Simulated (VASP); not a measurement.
A run of VASP 6.6.1 is set up as follows.

File POSCAR:

```
BaTiO3
1.0
    3.9400656845      0.0000000000      0.0000000000
    0.0000000000      3.9400656845      0.0000000000
    0.0000000000      0.0000000000      3.9400656845
Ba Ti O
1 1 3
Direct
    0.5000000000      0.5000000000      0.5000000000
    0.0000000000      0.0000000000      0.0000000000
    0.5000000000      0.0000000000      0.0000000000
    0.0000000000      0.5000000000      0.0000000000
    0.0000000000      0.0000000000      0.5000000000
```

File INCAR.step1:

```
SYSTEM = BaTiO3
PREC = Accurate
ENCUT = 1480
ISMEAR = 0
SIGMA = 0.05
LREAL = .FALSE.
LASPH = .TRUE.
NELM = 120
NBANDS = 28
GGA = PE
ALGO = Normal
EDIFF = 1E-5
LWAVE = .TRUE.
LCHARG = .FALSE.
GGA_COMPAT = .FALSE.
```

INCAR.step2

```
SYSTEM = BaTiO3
PREC = Accurate
ENCUT = 1480
EDIFF = 1E-6
ISMEAR = 0
SIGMA = 0.05
LREAL = .FALSE.
LASPH = .TRUE.
NELM = 120
ALGO = Normal
ISIF = 2
LWAVE = .FALSE.
LCHARG = .FALSE.
METAGGA = R2SCAN
LMIXTAU = .TRUE.
NBANDS = 28
ISTART = 1
GGA_COMPAT = .FALSE.
```

File KPOINTS:

```
regular mesh
0
G
  6 6 6
  0 0 0
```

Potentials or basis: VASP PAW PBE potentials, release 64 (Ba_sv, Ti_sv, O_h).

Command:

```sh
$ cat potpaw_PBE.64/Ba_sv/POTCAR potpaw_PBE.64/Ti_sv/POTCAR potpaw_PBE.64/O_h/POTCAR > POTCAR
$ cp INCAR.step1 INCAR
$ mpirun -np 1 vasp_std > vasp.out
$ cp INCAR.step2 INCAR
$ mpirun -np 1 vasp_std > vasp.out
```

(1) Estimate the pressure.

(2) What does it give for the band gap on the k mesh?

## Answers

(1) 10.3 GPa.

(2) 2.25 eV (least direct gap 2.36 eV).

Caveat: the cell stands under pressure; the PAW data sets were made with another functional, which shifts forces and pressure a little; spin-orbit coupling is left out, which moves the levels of the heavy elements.
